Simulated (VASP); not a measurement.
# Ta5TiN6 (P4/mmm) in VASP: single point with PBE

Aim: the single point of Ta5TiN6 with PBE.

All numbers are computed with VASP 6.6.1; they aren't measurements. Logs are shortened: lines on timing, memory, paths and dates and some standing lists are left out, and cuts for length are marked.

## (1) The cell of the first run

Symmetry: P4/mmm, No. 123, tetragonal system. Conventional cell: a = 3.352 Å, b = 3.352 Å, c = 14.221 Å, α = 90.00°, β = 90.00°, γ = 90.00°. Ti (site symmetry 4/mmm) has 6 N at 2.37 Å within 3.1 Å. Within 3.1 Å of Ta (site symmetry 4/mmm) lie 6 N at 2.37 Å. Within 3.1 Å of Ta (site symmetry 4mm) lie 6 N at 2.37 Å. Ta (site symmetry 4mm) has 6 N at 2.37 Å within 3.1 Å. N (site symmetry 4mm) has 6 Ta at 2.37 Å within 3.1 Å. Within 3.1 Å of N (site symmetry 4/mmm) lie 6 Ta at 2.37 Å. Within 3.1 Å of N (site symmetry 4mm) lie 5 Ta at 2.37 Å and 1 Ti at 2.37 Å. N (site symmetry 4/mmm) has 4 Ti at 2.37 Å and 2 Ta at 2.37 Å within 3.1 Å.

## (2) Single point, PBE, collinear spin

INCAR

```
SYSTEM = Ta5TiN6
PREC = Accurate ; ENCUT = 520
EDIFF = 1E-7 ; ISMEAR = 0
SIGMA = 0.1 ; LREAL = .FALSE.
LASPH = .TRUE. ; NELM = 150
ALGO = Fast ; ISIF = 2
LWAVE = .FALSE. ; LCHARG = .TRUE.
ISPIN = 2 ; MAGMOM = 1 0 0 0 0 0 0 0 0 0 0 0
LORBIT = 11 ; LMAXMIX = 4
GGA = PE ; LELF = .TRUE.
LVHAR = .TRUE. ; NBANDS = 64
```

KPOINTS

```
regular mesh
0
G
  6 6 2
  0 0 0
```

POSCAR

```
Ta5TiN6
1.0
    3.3518231700      0.0000000000      0.0000000000
    0.0000000000      3.3518231700      0.0000000000
    0.0000000000      0.0000000000     14.2205813700
Ti Ta N
1 5 6
Direct
    0.5000000000      0.5000000000      0.5000000000
    0.0000000000      0.0000000000      0.0000000000
    0.5000000000      0.5000000000      0.1666666700
    0.0000000000      0.0000000000      0.3333333300
    0.0000000000      0.0000000000      0.6666666700
    0.5000000000      0.5000000000      0.8333333300
    0.0000000000      0.0000000000      0.8333333300
    0.5000000000      0.5000000000      0.0000000000
    0.0000000000      0.0000000000      0.1666666700
    0.5000000000      0.5000000000      0.3333333300
    0.0000000000      0.0000000000      0.5000000000
    0.5000000000      0.5000000000      0.6666666700
```

Potentials or basis: VASP PAW PBE potentials, release 64 (Ti_sv, Ta_pv, N).

On the command line:

```bash
> cat potpaw_PBE.64/Ti_sv/POTCAR potpaw_PBE.64/Ta_pv/POTCAR potpaw_PBE.64/N/POTCAR > POTCAR
> mpirun -np 1 vasp_std > vasp.out
```

OUTCAR:

```text
SYSTEM = Ta5TiN6
   PREC = Accurate
   ENCUT = 520
   EDIFF = 1E-7
   ISMEAR = 0
   LREAL = .FALSE.
   LASPH = .TRUE.
   NELM = 150
   ISIF = 2
   ISPIN = 2
   LORBIT = 11
   GGA = PE

 ion  position               nearest neighbor table
   1  0.500  0.500  0.500-
   2  0.000  0.000  0.000-   8 2.37   8 2.37   8 2.37   8 2.37   9 2.37   7 2.37   6 3.35   6 3.35
                             3 3.35   6 3.35   3 3.35   3 3.35   6 3.35   3 3.35
   3  0.500  0.500  0.167-  10 2.37   9 2.37   9 2.37   9 2.37   9 2.37   8 2.37   4 3.35   4 3.35
                             4 3.35   4 3.35   2 3.35   2 3.35   2 3.35   2 3.35
   4  0.000  0.000  0.333-   9 2.37  10 2.37  10 2.37  10 2.37  10 2.37  11 2.37   3 3.35   3 3.35
                             3 3.35   3 3.35
   5  0.000  0.000  0.667-   7 2.37  12 2.37  12 2.37  12 2.37  12 2.37  11 2.37   6 3.35   6 3.35
                             6 3.35   6 3.35
   6  0.500  0.500  0.833-  12 2.37   7 2.37   7 2.37   7 2.37   7 2.37   8 2.37   5 3.35   5 3.35
                             5 3.35   5 3.35   2 3.35   2 3.35   2 3.35   2 3.35
   7  0.000  0.000  0.833-   5 2.37   6 2.37   6 2.37   6 2.37   6 2.37   2 2.37
   8  0.500  0.500  0.000-   2 2.37   2 2.37   2 2.37   2 2.37   6 2.37   3 2.37
   9  0.000  0.000  0.167-   4 2.37   3 2.37   3 2.37   3 2.37   3 2.37   2 2.37
  10  0.500  0.500  0.333-   3 2.37   4 2.37   4 2.37   4 2.37   4 2.37
  11  0.000  0.000  0.500-   4 2.37   5 2.37
  12  0.500  0.500  0.667-   6 2.37   5 2.37   5 2.37   5 2.37   5 2.37

  LATTYP: Found a simple tetragonal cell.
 ALAT       =     3.3518231700
 C/A-ratio  =     4.2426406910

  Lattice vectors:

 A1 = (   3.3518231700,   0.0000000000,   0.0000000000)
 A2 = (   0.0000000000,   3.3518231700,   0.0000000000)
 A3 = (   0.0000000000,   0.0000000000,  14.2205813700)

Analysis of symmetry for initial positions (statically):
=====================================================================
 Subroutine PRICEL returns:
 Original cell was already a primitive cell.

 Routine SETGRP: Setting up the symmetry group for a
 simple tetragonal supercell.

 Subroutine GETGRP returns: Found 16 space group operations
 (whereof 16 operations were pure point group operations)
 out of a pool of 16 trial point group operations.

The static configuration has the point symmetry D_4h.

Analysis of symmetry for dynamics (positions and initial velocities):
=====================================================================
 Subroutine PRICEL returns:
 Original cell was already a primitive cell.

 Routine SETGRP: Setting up the symmetry group for a
 simple tetragonal supercell.

 Subroutine GETGRP returns: Found 16 space group operations
 (whereof 16 operations were pure point group operations)
 out of a pool of 16 trial point group operations.

The dynamic configuration has the point symmetry D_4h.

Analysis of structural, dynamic, and magnetic symmetry:
=====================================================================
 Subroutine PRICEL returns:
 Original cell was already a primitive cell.

 Routine SETGRP: Setting up the symmetry group for a
 simple tetragonal supercell.

 Subroutine GETGRP returns: Found 16 space group operations
 (whereof 16 operations were pure point group operations)
 out of a pool of 16 trial point group operations.

The overall configuration has the point symmetry D_4h.

 Subroutine INISYM returns: Found 16 space group operations
 (whereof 16 operations are pure point group operations),
 and found     1 'primitive' translations

----------------------------------------------------------------------------------------

                                     Primitive cell

  volume of cell :     159.7642

  direct lattice vectors                    reciprocal lattice vectors
     3.351823170  0.000000000  0.000000000     0.298345094  0.000000000  0.000000000
     0.000000000  3.351823170  0.000000000     0.000000000  0.298345094  0.000000000
     0.000000000  0.000000000 14.220581370     0.000000000  0.000000000  0.070320613

  length of vectors
     3.351823170  3.351823170 14.220581370     0.298345094  0.298345094  0.070320613

  position of ions in fractional coordinates (direct lattice)
     0.500000000  0.500000000  0.500000000
     0.000000000  0.000000000  0.000000000
     0.500000000  0.500000000  0.166666670
     0.000000000  0.000000000  0.333333330
[... 93 lines left out ...]
   NSW    =      0    number of steps for IOM
   IBRION =     -1    ionic relax: 0-MD 1-quasi-New 2-CG
   NFREE  =      0    steps in history (QN), initial steepest desc. (CG)
   ISIF   =      2    stress and relaxation
   ISYM   =      2    0-nonsym 1-usesym 2-fastsym
   POTIM  = 0.5000    time-step for ionic-motion
   TEBEG  =    0.0;   TEEND  =   0.0 temperature during run
   PSTRESS=    0.0 pullay stress
   NELECT =      97.0000    total number of electrons
   NUPDOWN=      -1.0000    fix difference up-down
   EMIN   =  10.00;   EMAX   =-10.00  energy-range for DOS
   EFERMI =   0.00;   METHOD = LEGACY
   ISMEAR =     0;   SIGMA  =   0.10  broadening in eV -4-tet -1-fermi 0-gaus
   EFERMI_NEDOS =   21; number of points for ismear=-14 and -15
   IALGO  =     68    algorithm
   IMIX   =      4    mixing-type and parameters
     AMIX     =   0.40;   BMIX     =  1.00
     AMIX_MAG =   1.60;   BMIX_MAG =  1.00
  volume/ion in A,a.u.               =      13.31        89.85
  Fermi-wavevector in a.u.,A,eV,Ry     =   1.386241  2.619617 26.145846  1.921665
  Thomas-Fermi vector in A             =   2.510576
   LORBIT       =     11    0 simple, 1 ext, 2 COOP (PROOUT), +10 PAW based schemes
   GGA     = PE    functional components
   LHFCALC =     F    Hartree Fock is set to
   AEXX    =    0.0000 exact exchange contribution
   IVDW    =     0    specifies the selected vdW correction
   LEPSILON=     F    determine dielectric tensor
   LRPA    =     F    only Hartree local field effects (RPA)
 spin polarized calculation
 RMM-DIIS sequential band-by-band and
 Gauss-broadening in eV      SIGMA  =   0.10
  energy-cutoff  :      520.00
  volume of cell :      159.76
 maximum number of plane-waves:      4354
 NGX is ok and might be reduce to    28
   NGX = 13   NGY = 13   NGZ = 53

 number of electron      96.9999972 magnetization       0.0003049

 Free energy of the ion-electron system (eV)
  ---------------------------------------------------
  ext. energy  EPLUGINS =         0.00000000
  ---------------------------------------------------
  free energy    TOTEN  =      -123.40923532 eV

  energy without entropy =     -123.35369956  energy(sigma->0) =     -123.38146744

 E-fermi :   7.2283     XC(G=0): -12.0744

 val. band max:        7.2240932071   @ k =   0.3333   0.1667   0.5000
 cond. band min:       7.2284169200   @ k =   0.1667   0.0000   0.0000
 fundamental gap:      0.0043237129
 Fermi energy:         7.2283048045

 spin component 1

 k-point     1 :       0.0000    0.0000    0.0000
  band No.  band energies     occupation
      1     -51.0713      1.00000
      2     -29.2523      1.00000
      3     -29.2086      1.00000
      4     -29.1445      1.00000
      5     -29.0922      1.00000
      6     -29.0922      1.00000
[... 1249 lines left out ...]
     59       9.3619      0.00000
     60       9.3790      0.00000
 Fermi energy:         7.2283048045

 spin component 2

 k-point     1 :       0.0000    0.0000    0.0000
  band No.  band energies     occupation
      1     -51.0709      1.00000
      2     -29.2523      1.00000
      3     -29.2086      1.00000
      4     -29.1446      1.00000
      5     -29.0923      1.00000
      6     -29.0923      1.00000
[... 1249 lines left out ...]
     59       9.3972      0.00000
     60       9.4914      0.00000
 [bands above 60 left out]

------------------------ aborting loop because EDIFF is reached ----------------------------------------

  FORCE on cell =-STRESS in cart. coord.  units (eV):
  Direction    XX          YY          ZZ          XY          YZ          ZX
  --------------------------------------------------------------------------------------
  -------------------------------------------------------------------------------------
  Total      -42.9203989    -42.9203989    -44.1927748      0.0000000     -0.0000000      0.0000000
  in kB     -430.4223185   -430.4223185   -443.1821948      0.0000000     -0.0000000      0.0000000
  external PRESSURE =    -434.6756106 kB  Pullay stress =       0.0000000 kB

 VOLUME and BASIS-vectors are now :
 -----------------------------------------------------------------------------
  energy-cutoff  :      520.00
  volume of cell :      159.76
      direct lattice vectors                 reciprocal lattice vectors
     3.351823170  0.000000000  0.000000000     0.298345094  0.000000000  0.000000000
     0.000000000  3.351823170  0.000000000     0.000000000  0.298345094  0.000000000
     0.000000000  0.000000000 14.220581370     0.000000000  0.000000000  0.070320613

 POSITION                                       TOTAL-FORCE (eV/Angst)
 -----------------------------------------------------------------------------------
      1.67591      1.67591      7.11029        -0.000000      0.000000     -0.000000
      0.00000      0.00000      0.00000        -0.000000      0.000000     -0.000000
      1.67591      1.67591      2.37010        -0.000000     -0.000000      0.086575
      0.00000      0.00000      4.74019        -0.000000      0.000000      0.341482
      0.00000      0.00000      9.48039         0.000000      0.000000     -0.341482
      1.67591      1.67591     11.85048        -0.000000      0.000000     -0.086575
      0.00000      0.00000     11.85048         0.000000     -0.000000      0.085431
      1.67591      1.67591      0.00000        -0.000000      0.000000     -0.000000
      0.00000      0.00000      2.37010        -0.000000     -0.000000     -0.085431
      1.67591      1.67591      4.74019         0.000000      0.000000     -0.098855
      0.00000      0.00000      7.11029        -0.000000      0.000000     -0.000000
      1.67591      1.67591      9.48039        -0.000000      0.000000      0.098855
 -----------------------------------------------------------------------------------
    total drift:                                0.000000      0.000000      0.000000

  FREE ENERGIE OF THE ION-ELECTRON SYSTEM (eV)
  ---------------------------------------------------
  free  energy   TOTEN  =      -123.4092353209 eV

  energy  without entropy=     -123.3536995552  energy(sigma->0) =     -123.38146744

 total charge

# of ion       s       p       d       tot
------------------------------------------
    1        2.122   6.084   1.799  10.006
    2        0.232   6.119   2.193   8.544
    3        0.231   6.120   2.195   8.546
    4        0.234   6.121   2.159   8.513
    5        0.234   6.121   2.159   8.513
    6        0.231   6.120   2.195   8.546
    7        1.227   2.376   0.000   3.602
    8        1.228   2.376   0.000   3.603
    9        1.227   2.376   0.000   3.602
   10        1.228   2.367   0.000   3.595
   11        1.233   2.337   0.000   3.570
   12        1.228   2.367   0.000   3.595
--------------------------------------------------
tot         10.654  50.882  12.699  74.235

 magnetization (x)

# of ion       s       p       d       tot
------------------------------------------
    1        0.000   0.000   0.000   0.000
    2        0.000   0.000   0.000   0.000
    3        0.000   0.000   0.000   0.000
    4       -0.000  -0.000  -0.000  -0.000
    5       -0.000  -0.000  -0.000  -0.000
    6        0.000   0.000   0.000   0.000
    7        0.000  -0.000   0.000  -0.000
    8        0.000   0.000   0.000   0.000
    9        0.000  -0.000   0.000  -0.000
   10        0.000   0.000   0.000   0.000
   11       -0.000  -0.000   0.000  -0.000
   12        0.000   0.000   0.000   0.000
--------------------------------------------------
tot          0.000  -0.000   0.000   0.000
```

Wall time 32 min (1 thread of Oxide Virtual Turin-like, shared host); peak memory 0.5 GiB.

What came out:

* Free energy: -123.4092 eV
* Pressure: -43.5 GPa
* Largest force: 0.341 eV/Å
* Net moment: 0.00 μB per cell
* Valence electrons inside the program's atomic spheres: Ti 10.01; Ta 8.54, 8.55, 8.51 (each value once); N 3.60, 3.57 (each value once)

Forces in eV/Å, atoms in the order of the input:
```
Ti   0.000  0.000  0.000
Ta   0.000  0.000  0.000
Ta   0.000  0.000  0.087
Ta   0.000  0.000  0.341
Ta   0.000  0.000 -0.341
Ta   0.000  0.000 -0.087
N    0.000  0.000  0.085
N    0.000  0.000  0.000
N    0.000  0.000 -0.085
N    0.000  0.000 -0.099
N    0.000  0.000  0.000
N    0.000  0.000  0.099
```

Caveat: the cell stands under tension; spin-orbit coupling is left out, which moves the levels of the heavy elements.
